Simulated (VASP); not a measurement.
# NbRe2 (P6/mmm) in VASP: notebook

NbRe2 is run at these levels: PBE; tasks: single point, relaxation of cell and atoms.

Everything below comes from runs of VASP 6.6.1. Logs are shortened: lines on timing, memory, paths and dates and some standing lists are left out, and cuts for length are marked.

## (1) The cell of the first run

It takes space group P6/mmm (No. 191, hexagonal). Conventional cell: a = 4.648 Å, b = 4.648 Å, c = 2.606 Å, α = 90.00°, β = 90.00°, γ = 120.00°. Nb (site symmetry 6/mmm) has 2 Nb at 2.61 Å and 12 Re at 2.98 Å within 3.4 Å. Re (site symmetry -6m2) has 5 Re at 2.61 to 2.68 Å and 6 Nb at 2.98 Å within 3.4 Å.

## (2) Single point, PBE

Contents of INCAR:

```
PREC = Accurate ; ENCUT = 520
EDIFF = 1E-6 ; ISMEAR = 0
SIGMA = 0.1 ; LREAL = F
LASPH = T ; NELM = 100
ALGO = Normal ; ISIF = 2
LWAVE = F ; LCHARG = F
GGA = PE ; NBANDS = 20
```

Contents of KPOINTS:

```
regular mesh
0
Gamma
  6 6 6
```

Contents of POSCAR:

```
NbRe2
1.0
    4.6480540603      0.0000000001      0.0000000000
   -2.3240270302      4.0253328943      0.0000000000
    0.0000000000      0.0000000000      2.6057475407
Nb Re
1 2
Direct
    0.0000000000      0.0000000000      0.0000000000
    0.3333333333      0.6666666667      0.5000000000
    0.6666666667      0.3333333333      0.5000000000
```

Potentials or basis: VASP PAW PBE potentials, release 64 (Nb_sv, Re).

Started as:

```sh
$ cat potpaw_PBE.64/Nb_sv/POTCAR potpaw_PBE.64/Re/POTCAR > POTCAR
$ mpirun -np 1 vasp_std > vasp.out
```

OUTCAR:

```text
PREC = Accurate
   ENCUT = 520
   EDIFF = 1E-6
   ISMEAR = 0
   LREAL = F
   LASPH = T
   NELM = 100
   ISIF = 2
   GGA = PE

 ion  position               nearest neighbor table
   1  0.000  0.000  0.000-   2 2.98   3 2.98   2 2.98   3 2.98   2 2.98   2 2.98   3 2.98   3 2.98
                             3 2.98   3 2.98   2 2.98   2 2.98
   2  0.333  0.667  0.500-   3 2.68   3 2.68   3 2.68   1 2.98   1 2.98   1 2.98   1 2.98   1 2.98
                             1 2.98
   3  0.667  0.333  0.500-   2 2.68   2 2.68   2 2.68   1 2.98   1 2.98   1 2.98   1 2.98   1 2.98
                             1 2.98

  LATTYP: Found a hexagonal cell.
 ALAT       =     4.6480540603
 C/A-ratio  =     0.5606104204

  Lattice vectors:

 A1 = (   4.6480540603,   0.0000000001,   0.0000000000)
 A2 = (  -2.3240270302,   4.0253328943,   0.0000000000)
 A3 = (   0.0000000000,   0.0000000000,   2.6057475407)

Analysis of symmetry for initial positions (statically):
=====================================================================
 Subroutine PRICEL returns:
 Original cell was already a primitive cell.

 Routine SETGRP: Setting up the symmetry group for a
 hexagonal supercell.

 Subroutine GETGRP returns: Found 24 space group operations
 (whereof 24 operations were pure point group operations)
 out of a pool of 24 trial point group operations.

The static configuration has the point symmetry D_6h.

Analysis of symmetry for dynamics (positions and initial velocities):
=====================================================================
 Subroutine PRICEL returns:
 Original cell was already a primitive cell.

 Routine SETGRP: Setting up the symmetry group for a
 hexagonal supercell.

 Subroutine GETGRP returns: Found 24 space group operations
 (whereof 24 operations were pure point group operations)
 out of a pool of 24 trial point group operations.

The dynamic configuration has the point symmetry D_6h.

 Subroutine INISYM returns: Found 24 space group operations
 (whereof 24 operations are pure point group operations),
 and found     1 'primitive' translations

----------------------------------------------------------------------------------------

                                     Primitive cell

  volume of cell :      48.7534

  direct lattice vectors                    reciprocal lattice vectors
     4.648054060  0.000000000  0.000000000     0.215143797  0.124213329  0.000000000
    -2.324027030  4.025332894  0.000000000    -0.000000000  0.248426658  0.000000000
     0.000000000  0.000000000  2.605747541     0.000000000  0.000000000  0.383767032

  length of vectors
     4.648054060  4.648054060  2.605747541     0.248426658  0.248426658  0.383767032

  position of ions in fractional coordinates (direct lattice)
     0.000000000  0.000000000  0.000000000
     0.333333333  0.666666667  0.500000000
     0.666666667  0.333333333  0.500000000

  ion indices of the primitive-cell ions
   primitive index   ion index
                 1           1
                 2           2
                 3           3

----------------------------------------------------------------------------------------

 KPOINTS: regular mesh

Automatic generation of k-mesh.
 Grid dimensions read from file:
 generate k-points for:    6    6    6

 Generating k-lattice:

  Cartesian coordinates                     Fractional coordinates (reciprocal lattice)
     0.035857300  0.020702222  0.000000000     0.166666667 -0.000000000  0.000000000
    -0.000000000  0.041404443  0.000000000    -0.000000000  0.166666667  0.000000000
     0.000000000  0.000000000  0.063961172     0.000000000  0.000000000  0.166666667

  Length of vectors
     0.041404443  0.041404443  0.063961172

  Shift w.r.t. Gamma in fractional coordinates (k-lattice)
     0.000000000  0.000000000  0.000000000

 Subroutine IBZKPT returns following result:
 ===========================================

 Found     28 irreducible k-points:

 Following reciprocal coordinates:
            Coordinates               Weight
  0.000000  0.000000  0.000000      1.000000
  0.166667 -0.000000  0.000000      6.000000
  0.333333 -0.000000  0.000000      6.000000
  0.500000  0.000000  0.000000      3.000000
  0.166667  0.166667  0.000000      6.000000
  0.333333  0.166667  0.000000     12.000000
[... 16 lines left out ...]
  0.166667 -0.000000  0.500000      6.000000
  0.333333 -0.000000  0.500000      6.000000
 [... further k-points ...]
   k-points           NKPTS =     28   k-points in BZ     NKDIM =     28   number of bands    NBANDS=     20
   number of dos      NEDOS =    301   number of ions     NIONS =      3
   total plane-waves  NPLWV =  25920
   dimension x,y,z NGX =    36 NGY =   36 NGZ =   20
   dimension x,y,z NGXF=    72 NGYF=   72 NGZF=   40
   ions per type =               1   2
   NGX,Y,Z   is equivalent  to a cutoff of  12.88, 12.88, 12.76 a.u.
   NGXF,Y,Z  is equivalent  to a cutoff of  25.75, 25.75, 25.52 a.u.
 SYSTEM =  unknown system
   PREC   = accura    normal or accurate (medium, high low for compatibility)
   ISTART =      0    job   : 0-new  1-cont  2-samecut
   ICHARG =      2    charge: 1-file 2-atom 10-const
   ISPIN  =      1    spin polarized calculation?
   LNONCOLLINEAR =      F non collinear calculations
   LSORBIT =      F    spin-orbit coupling
   LASPH  =      T    aspherical Exc in radial PAW
   ENCUT  =  520.0 eV  38.22 Ry    6.18 a.u.   8.64  8.64  4.84*2*pi/ulx,y,z
   NELM   =    100;   NELMIN=  2; NELMDL= -5     # of ELM steps
   EDIFF  = 0.1E-05   stopping-criterion for ELM
   LREAL  =      F    real-space projection
   EDIFFG = 0.1E-04   stopping-criterion for IOM
   NSW    =      0    number of steps for IOM
   IBRION =     -1    ionic relax: 0-MD 1-quasi-New 2-CG
   NFREE  =      0    steps in history (QN), initial steepest desc. (CG)
   ISIF   =      2    stress and relaxation
   ISYM   =      2    0-nonsym 1-usesym 2-fastsym
   POTIM  = 0.5000    time-step for ionic-motion
   TEBEG  =    0.0;   TEEND  =   0.0 temperature during run
   PSTRESS=    0.0 pullay stress
   NELECT =      27.0000    total number of electrons
   NUPDOWN=      -1.0000    fix difference up-down
   EMIN   =  10.00;   EMAX   =-10.00  energy-range for DOS
   EFERMI =   0.00;   METHOD = LEGACY
   ISMEAR =     0;   SIGMA  =   0.10  broadening in eV -4-tet -1-fermi 0-gaus
   EFERMI_NEDOS =   21; number of points for ismear=-14 and -15
   IALGO  =     38    algorithm
   IMIX   =      4    mixing-type and parameters
     AMIX     =   0.40;   BMIX     =  1.00
     AMIX_MAG =   1.60;   BMIX_MAG =  1.00
  volume/ion in A,a.u.               =      16.25       109.67
  Fermi-wavevector in a.u.,A,eV,Ry     =   1.344397  2.540543 24.591228  1.807404
  Thomas-Fermi vector in A             =   2.472394
   LORBIT       =      0    0 simple, 1 ext, 2 COOP (PROOUT), +10 PAW based schemes
   GGA     = PE    functional components
   LHFCALC =     F    Hartree Fock is set to
   AEXX    =    0.0000 exact exchange contribution
   IVDW    =     0    specifies the selected vdW correction
   LEPSILON=     F    determine dielectric tensor
   LRPA    =     F    only Hartree local field effects (RPA)
 non-spin polarized calculation
 Gauss-broadening in eV      SIGMA  =   0.10
  energy-cutoff  :      520.00
  volume of cell :       48.75
 maximum number of plane-waves:      1336
 NGX is ok and might be reduce to    36
   NGX = 17   NGY = 17   NGZ =  9

 number of electron      27.0000005 magnetization

 Free energy of the ion-electron system (eV)
  ---------------------------------------------------
  ext. energy  EPLUGINS =         0.00000000
  ---------------------------------------------------
  free energy    TOTEN  =       -34.56196568 eV

  energy without entropy =      -34.55528453  energy(sigma->0) =      -34.55862511

 E-fermi :   9.0937     XC(G=0): -13.1167

 val. band max:        9.0770376905   @ k =   0.1667   0.1667   0.5000
 cond. band min:       9.1064648802   @ k =   0.5000   0.0000   0.3333
 fundamental gap:      0.0294271897
 Fermi energy:         9.0936644109

 k-point     1 :       0.0000    0.0000    0.0000
  band No.  band energies     occupation
      1     -45.6538      2.00000
      2     -21.7590      2.00000
      3     -21.7590      2.00000
      4     -20.6387      2.00000
      5       0.3575      2.00000
      6       3.9768      2.00000
[... 12 lines left out ...]
     19      13.9178      0.00000
     20      13.9368      0.00000

 k-point     2 :       0.1667   -0.0000    0.0000
  band No.  band energies     occupation
      1     -45.6535      2.00000
      2     -21.7630      2.00000
      3     -21.7582      2.00000
      4     -20.6390      2.00000
      5       0.7230      2.00000
      6       4.1213      2.00000
[... 12 lines left out ...]
     19      13.5139      0.00000
     20      13.8822      0.00000

 k-point     3 :       0.3333   -0.0000    0.0000
  band No.  band energies     occupation
      1     -45.6527      2.00000
      2     -21.7704      2.00000
      3     -21.7566      2.00000
      4     -20.6396      2.00000
      5       1.6679      2.00000
      6       3.5311      2.00000
[... 12 lines left out ...]
     19      13.4952      0.00000
     20      13.6693      0.00000

 k-point     4 :       0.5000    0.0000    0.0000
  band No.  band energies     occupation
      1     -45.6524      2.00000
      2     -21.7738      2.00000
      3     -21.7558      2.00000
      4     -20.6399      2.00000
      5       2.5887      2.00000
      6       2.8838      2.00000
[... 429 lines left out ...]
 k-point    23 :       0.1667   -0.0000    0.5000
  band No.  band energies     occupation
      1     -45.3718      2.00000
      2     -22.5745      2.00000
      3     -21.5066      2.00000
      4     -21.5056      2.00000
      5       3.8698      2.00000
      6       3.9755      2.00000
[... 12 lines left out ...]
     19      13.8272      0.00000
     20      16.3180      0.00000

 k-point    24 :       0.3333   -0.0000    0.5000
  band No.  band energies     occupation
      1     -45.3720      2.00000
      2     -22.5708      2.00000
      3     -21.5084      2.00000
      4     -21.5052      2.00000
      5       3.9473      2.00000
      6       4.0555      2.00000
[... 12 lines left out ...]
     19      13.5361      0.00000
     20      14.8438      0.00000

 [... further k-points ...]

------------------------ aborting loop because EDIFF is reached ----------------------------------------

  FORCE on cell =-STRESS in cart. coord.  units (eV):
  Direction    XX          YY          ZZ          XY          YZ          ZX
  --------------------------------------------------------------------------------------
  -------------------------------------------------------------------------------------
  Total       -0.1702147     -0.1702147     -0.2855764     -0.0000000     -0.0000000      0.0000000
  in kB       -5.5937422     -5.5937422     -9.3848544     -0.0000000     -0.0000000      0.0000000
  external PRESSURE =      -6.8574463 kB  Pullay stress =       0.0000000 kB

 VOLUME and BASIS-vectors are now :
 -----------------------------------------------------------------------------
  energy-cutoff  :      520.00
  volume of cell :       48.75
      direct lattice vectors                 reciprocal lattice vectors
     4.648054060  0.000000000  0.000000000     0.215143797  0.124213329  0.000000000
    -2.324027030  4.025332894  0.000000000    -0.000000000  0.248426658  0.000000000
     0.000000000  0.000000000  2.605747541     0.000000000  0.000000000  0.383767032

 POSITION                                       TOTAL-FORCE (eV/Angst)
 -----------------------------------------------------------------------------------
      0.00000      0.00000      0.00000        -0.000000      0.000000      0.000000
     -0.00000      2.68356      1.30287         0.000000      0.000000     -0.000000
      2.32403      1.34178      1.30287         0.000000     -0.000000      0.000000
 -----------------------------------------------------------------------------------
    total drift:                               -0.000000     -0.000000     -0.000000

  FREE ENERGIE OF THE ION-ELECTRON SYSTEM (eV)
  ---------------------------------------------------
  free  energy   TOTEN  =       -34.5619656840 eV

  energy  without entropy=      -34.5552845290  energy(sigma->0) =      -34.55862511
```

Wall time 67 s (1 thread of Oxide Virtual Turin-like, shared host); peak memory 0.15 GiB.

Results:

- Free energy: -34.5620 eV
- Pressure: -0.7 GPa
- Band gap on the k mesh: zero (an odd number of electrons rules out a gap without spin polarisation)

Caveat: the k points lie up to 0.40 Å⁻¹ apart, too coarse for converged energies and pressures of a metal; spin-orbit coupling is left out, which moves the levels of the heavy elements.

## (3) Relaxation of cell and atoms, PBE

This run uses another cell than the first one, of 13.76 Å³/atom.

Contents of INCAR:

```
PREC = Accurate
ENCUT = 600
EDIFF = 1E-6
ISMEAR = 0
SIGMA = 0.1
LREAL = F
LASPH = T
NELM = 60
ALGO = Normal
ISIF = 3
LWAVE = F
LCHARG = F
GGA = PE
IBRION = 2
NSW = 90
EDIFFG = -0.04
```

KPOINTS is that of step 2.

Contents of POSCAR:

```
NbRe2
1.0
    4.0765297188      0.0000000000      0.0000000000
   -2.0382648595      3.5303782958      0.0000000000
    0.0000000000      0.0000000000      2.8672850659
Nb Re
1 2
Direct
    0.0000000000      0.0000000000      0.0000000000
    0.3333333333      0.6666666667      0.5000000000
    0.6666666667      0.3333333333      0.5000000000
```

Potentials or basis: VASP PAW PBE potentials, release 64 (Nb_sv, Re).

Started as:

```sh
$ cat potpaw_PBE.64/Nb_sv/POTCAR potpaw_PBE.64/Re/POTCAR > POTCAR
$ mpirun -np 1 vasp_std > vasp.out
```

Run time: 14 min. Hardware: 1 thread of Oxide Virtual Turin-like, shared host; peak memory 0.18 GiB.

It converged, with:

| Property | Result |
| --- | --- |
| Free energy | -34.5576 eV |
| Relaxed volume | 16.22 Å³/atom |
| Relaxed cell | a = 4.646 Å, b = 4.646 Å, c = 2.603 Å, α = 90.00°, β = 90.00°, γ = 120.00° |
| Space group after relaxing (to 0.1 Å) | P6/mmm (No. 191) |
| Pressure after relaxing | -0.1 GPa |
| Band gap on the k mesh | zero (an odd number of electrons rules out a gap without spin polarisation) |

Stress tensor (GPa, compression positive):
```
-0.06  0.00  0.00
 0.00 -0.06  0.00
 0.00  0.00 -0.18
```

Final structure:
```yaml
crystal:
  lattice:
    - [4.64566, 0.00000, 0.00000]
    - [-2.32283, 4.02326, 0.00000]
    - [0.00000, 0.00000, 2.60309]
  atoms:
    - { symbol: Nb, position: [0.00000, 0.00000, 0.00000] }
    - { symbol: Re, position: [0.33333, 0.66667, 0.50000] }
    - { symbol: Re, position: [0.66667, 0.33333, 0.50000] }
```

Levels at points of the mesh, in eV from the Fermi level:
```tsv
k point	band 9	band 10	band 11	band 12	band 13	band 14	band 15	band 16	band 17
(0.00, 0.00, 0.00)	-2.68	-2.58	-2.58	-1.77	-0.54	-0.54	0.89	0.89	1.84
(0.50, 0.00, 0.00)	-3.59	-3.35	-2.03	-1.73	0.22	0.60	1.16	1.88	2.16
(0.00, 0.00, 0.50)	-4.08	-2.01	-1.69	-1.69	-0.76	-0.76	3.46	3.48	3.53
(0.50, 0.00, 0.50)	-2.97	-2.92	-2.04	-0.58	0.18	0.27	0.87	1.50	3.16
```

Caveat: the k points lie up to 0.40 Å⁻¹ apart in the final cell, too coarse for converged energies and pressures of a metal; the volume moved by over 15 % at a fixed basis, so the end points are rough; spin-orbit coupling is left out, which moves the levels of the heavy elements.

(Part 1 of 2 ends here.)

The gap in the log of VASP goes by the Fermi energy; the results here count the filled bands.